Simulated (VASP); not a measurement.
A run of VASP 6.6.1:

Contents of INCAR:

```
SYSTEM = AgRhF4
PREC     = Accurate       ! precision mode
ENCUT    = 520            ! plane-wave cutoff, eV
EDIFF    = 1E-6           ! SCF threshold, eV
ISMEAR   = 0              ! smearing method
SIGMA    = 0.15           ! smearing width, eV
LREAL    = .False.        ! projectors in reciprocal space
LASPH    = .True.         ! aspherical terms in the spheres
NELM     = 150            ! most SCF steps
ALGO     = Normal         ! electronic algorithm
ISIF     = 2              ! what is computed and relaxed
LWAVE    = .False.        ! write WAVECAR
LCHARG   = .False.        ! write CHGCAR
ISPIN    = 2              ! spin polarisation
MAGMOM   = 0 1 0 0 0 0    ! initial moments
LORBIT   = 11             ! projections on sites
LMAXMIX  = 4              ! l up to which the mixer works
GGA      = PE             ! functional
NBANDS   = 40             ! bands
```

Contents of KPOINTS:

```
Automatic mesh
0
Gamma
  3 3 3
  0 0 0
```

File POSCAR:

```
AgRhF4
1.0
    5.1115969016      0.0000000000      0.0000000000
   -2.5557984508      4.4267727707      0.0000000000
    0.0000000000      0.0000000000      3.5551607766
Ag Rh F
1 1 4
Direct
    0.3333333333      0.6666666667      0.0000000000
    0.0000000000      0.0000000000      0.0000000000
    0.6666666667      0.3333333333      0.0000000000
    1.0136960557      0.5068480279      0.5000000000
    0.4931519721      0.5068480279      0.5000000000
    0.4931519721     -0.0136960557      0.5000000000
```

Potentials or basis: VASP PAW PBE potentials, release 64 (Ag, Rh_pv, F).

Launch:

```console
$ cat potpaw_PBE.64/Ag/POTCAR potpaw_PBE.64/Rh_pv/POTCAR potpaw_PBE.64/F/POTCAR > POTCAR
$ mpirun -np 1 vasp_std > vasp.out
```

Hardware: 1 thread of AMD EPYC 7R13 Processor (Zen 3) (shared host).

Q: How long does it take, and how much memory?

A: It took 58 s on 1 thread of AMD EPYC 7R13 Processor (Zen 3), on a shared host, peak memory 0.22 GiB. Counts: scf iterations 24, k points 6.
